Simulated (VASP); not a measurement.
# P in VASP: further runs, part 3 of 3

VASP 6.6.1.

## Step 6: Single point, PBE+D3(BJ) (layers slid over each other)

The input, INCAR:

```
SYSTEM = P
PREC = Accurate
ENCUT = 520
EDIFF = 1E-6
ISMEAR = 0
SIGMA = 0.05
LREAL = .FALSE.
LASPH = .TRUE.
NELM = 100
ALGO = Normal
ISIF = 2
LWAVE = .FALSE.
LCHARG = .FALSE.
LDIPOL = .TRUE.
IDIPOL = 3
DIPOL = 0.5 0.5 0.400
GGA = PE
IVDW = 12
NBANDS = 30
```

The input, KPOINTS:

```
regular mesh
0
G
  8 6 1
  0 0 0
```

The input, POSCAR:

```
P
1.0
    3.2961869271      0.0000000000      0.0000000000
    0.0000000000      4.4391555608      0.0000000000
    0.0000000000      0.0000000000     21.7461973993
P
8
Direct
    0.5000000000      0.9174951521      0.2069327302
    0.0000000000      0.5825048479      0.2069327302
    0.5000000000      0.0825048479      0.3045635326
    0.0000000000      0.4174951521      0.3045635326
    1.1250000000      0.7075048479      0.4958613454
    0.6250000000      0.3725145437      0.4958613454
    1.1250000000     -0.1274854563      0.5934921477
    0.6250000000      0.2075048479      0.5934921477
```

Potentials or basis: VASP PAW PBE potentials, release 64 (P).

Launch:

```
$ cat potpaw_PBE.64/P/POTCAR > POTCAR
$ mpirun -np 1 vasp_std > vasp.out
```

OUTCAR:

```text
SYSTEM = P
   PREC = Accurate
   ENCUT = 520
   EDIFF = 1E-6
   ISMEAR = 0
   LREAL = .FALSE.
   LASPH = .TRUE.
   NELM = 100
   ISIF = 2
   GGA = PE
   IVDW = 12
 IVDW          = 12

 ion  position               nearest neighbor table
   1  0.500  0.917  0.207-   2 2.22   2 2.22   3 2.25
   2  0.000  0.583  0.207-   1 2.22   1 2.22   4 2.25
   3  0.500  0.083  0.305-   4 2.22   4 2.22   1 2.25
   4  0.000  0.417  0.305-   3 2.22   3 2.22   2 2.25
   5  0.125  0.708  0.496-   6 2.22   6 2.22   7 2.25
   6  0.625  0.373  0.496-   5 2.22   5 2.22   8 2.25
   7  0.125  0.873  0.593-   8 2.22   8 2.22   5 2.25
   8  0.625  0.208  0.593-   7 2.22   7 2.22   6 2.25

  LATTYP: Found a simple orthorhombic cell.
 ALAT       =     3.2961869271
 B/A-ratio  =     1.3467547985
 C/A-ratio  =     6.5973799060

  Lattice vectors:

 A1 = (   3.2961869271,   0.0000000000,   0.0000000000)
 A2 = (   0.0000000000,   4.4391555608,   0.0000000000)
 A3 = (   0.0000000000,   0.0000000000,  21.7461973993)

Analysis of symmetry for initial positions (statically):
=====================================================================
 Subroutine PRICEL returns:
 Original cell was already a primitive cell.

 Routine SETGRP: Setting up the symmetry group for a
 simple orthorhombic supercell.

 Subroutine GETGRP returns: Found  2 space group operations
 (whereof  1 operations were pure point group operations)
 out of a pool of  8 trial point group operations.

The static configuration has the point symmetry C_1 .
 The point group associated with its full space group is S_2 .

Analysis of symmetry for dynamics (positions and initial velocities):
=====================================================================
 Subroutine PRICEL returns:
 Original cell was already a primitive cell.

 Routine SETGRP: Setting up the symmetry group for a
 simple orthorhombic supercell.

[... 148 lines left out ...]
 non-spin polarized calculation
 Gauss-broadening in eV      SIGMA  =   0.05
  energy-cutoff  :      520.00
  volume of cell :      318.20
 maximum number of plane-waves:      8606
 NGX is ok and might be reduce to    28
   NGX = 13   NGY = 17   NGZ = 81

 dipolmoment           0.000000      0.000000      0.000086 electrons x Angstroem

 number of electron      39.9999999 magnetization

 dipolmoment           0.000000      0.000000     -0.000004 electrons x Angstroem

 Free energy of the ion-electron system (eV)
  ---------------------------------------------------
  ext. energy  EPLUGINS =         0.00000000
  ---------------------------------------------------
  free energy    TOTEN  =       -42.91657664 eV

  energy without entropy =      -42.91657664  energy(sigma->0) =      -42.91657664

 E-fermi :   0.5682     XC(G=0):  -5.3660

 val. band max:        0.3406256928   @ k =   0.0000   0.0000   0.0000
 cond. band min:       0.8841291958   @ k =   0.0000   0.0000   0.0000
 fundamental gap:      0.5435035030
 Fermi energy:         0.5682179339

 k-point     1 :       0.0000    0.0000    0.0000
  band No.  band energies     occupation
      1     -14.8191      2.00000
      2     -14.8042      2.00000
      3     -12.2220      2.00000
      4     -12.1774      2.00000
      5      -8.6871      2.00000
      6      -8.6858      2.00000
[... 781 lines left out ...]
     29       5.8125      0.00000
     30       5.8749      0.00000

 [... further k-points ...]

------------------------ aborting loop because EDIFF is reached ----------------------------------------

 vacuum level on the upper side and lower side of the slab       (xc-potential included)        -0.150        -0.152

 Edisp (eV)   -2.19836

 E8    (eV) :    -0.8612

  FORCE on cell =-STRESS in cart. coord.  units (eV):
  Direction    XX          YY          ZZ          XY          YZ          ZX
  --------------------------------------------------------------------------------------
  -------------------------------------------------------------------------------------
  Total      -0.49241    -0.54345    -1.26969     0.00348    -0.00376     0.00259
  in kB      -2.47935    -2.73639    -6.39312     0.01752    -0.01891     0.01302
  external pressure =       -3.87 kB  Pullay stress =        0.00 kB

 VOLUME and BASIS-vectors are now :
 -----------------------------------------------------------------------------
  energy-cutoff  :      520.00
  volume of cell :      318.20
      direct lattice vectors                 reciprocal lattice vectors
     3.296186927  0.000000000  0.000000000     0.303380853  0.000000000  0.000000000
     0.000000000  4.439155561  0.000000000     0.000000000  0.225268069  0.000000000
     0.000000000  0.000000000 21.746197399     0.000000000  0.000000000  0.045985051

 POSITION                                       TOTAL-FORCE (eV/Angst)
 -----------------------------------------------------------------------------------
      1.64809      4.07290      4.50000        -0.000373     -0.024469      0.041485
      0.00000      2.58583      4.50000         0.000641      0.034976      0.064242
      1.64809      0.36625      6.62310         0.000105      0.013443      0.033942
      0.00000      1.85333      6.62310        -0.001241     -0.033902      0.044329
      0.41202      3.14072     10.78310        -0.000105     -0.013443     -0.033942
      2.06012      1.65365     10.78310         0.001241      0.033902     -0.044329
      0.41202      3.87323     12.90620         0.000373      0.024469     -0.041485
      2.06012      0.92115     12.90620        -0.000641     -0.034976     -0.064242
 -----------------------------------------------------------------------------------
    total drift:                                0.000000     -0.000006     -0.000067

  FREE ENERGIE OF THE ION-ELECTRON SYSTEM (eV)
  ---------------------------------------------------
  free  energy   TOTEN  =       -45.1149410383 eV

  energy  without entropy=      -45.1149410383  energy(sigma->0) =      -45.11494104

 vacuum level on the upper side and lower side of the slab         5.131         5.130
```

OSZICAR:

```text
N       E                     dE             d eps       ncg     rms          rms(c)
DAV:   1     0.226781674374E+03    0.22678E+03   -0.14571E+04  1560   0.104E+03
DAV:   2    -0.184755551042E+02   -0.24526E+03   -0.23695E+03  2142   0.187E+02
DAV:   3    -0.425218543150E+02   -0.24046E+02   -0.23745E+02  1846   0.620E+01
[... 13 lines left out ...]
DAV:  17    -0.429165419630E+02   -0.81849E-04   -0.48817E-06  1580   0.701E-03    0.471E-03
DAV:  18    -0.429165652711E+02   -0.23308E-04   -0.10929E-06  1586   0.381E-03    0.408E-03
DAV:  19    -0.429165707662E+02   -0.54951E-05   -0.26778E-07  1414   0.200E-03    0.271E-03
DAV:  20    -0.429165760168E+02   -0.52506E-05   -0.25719E-07  1348   0.163E-03    0.978E-04
DAV:  21    -0.429165766437E+02   -0.62693E-06   -0.42656E-08  1316   0.808E-04
   1 F= -.45114941E+02 E0= -.45114941E+02  d E =-.590156E-12
```

stdout:

```text
POSCAR found type information on POSCAR P
 POSCAR found :  1 types and       8 ions
 scaLAPACK will be used
 LDA part: xc-table for (Slater+PW92), standard interpolation
 POSCAR, INCAR and KPOINTS ok, starting setup
 FFT: planning ... GRIDC
 FFT: planning ... GRID_SOFT
 FFT: planning ... GRID
 WAVECAR not read
 entering main loop
```

Wall time 2.9 min (1 thread of Intel Xeon 6975P-C (Granite Rapids), shared host); peak memory 0.46 GiB.

Results:

```
Free energy                : -45.1149 eV
Largest force              : 0.073 eV/Å
Band gap on the k mesh     : 0.54 eV
Dispersion energy per atom : -0.275 eV
```

Forces in eV/Å, atoms in the order of the input:
```
P    0.000 -0.024  0.041
P    0.001  0.035  0.064
P    0.000  0.013  0.034
P   -0.001 -0.034  0.044
P    0.000 -0.013 -0.034
P    0.001  0.034 -0.044
P    0.000  0.024 -0.041
P   -0.001 -0.035 -0.064
```

Caveat: the cell differs from its parent crystal (layers slid over each other).

## Step 7: The runs side by side

| cell | gap on the mesh (eV) | largest force (eV/Å) |
| --- | --- | --- |
| as given, atomic positions A | 0.58 | 0.06 |
| as given, atomic positions B | 0.35 | 0.07 |
| as given, atomic positions C | 0.81 | 0.17 |
| as given, atomic positions D | 0.59 | 0.08 |
| as given, atomic positions E | 0.54 | 0.07 |

Alike in all rows: task single point; level PBE+D3(BJ); potentials or basis VASP PAW PBE potentials, release 64 (P); no spin polarisation; k mesh 8 × 6 × 1; cutoff (eV) 520; smearing gaussian 0.05 eV.

Absolute energies hang on the potentials; compare differences alone.
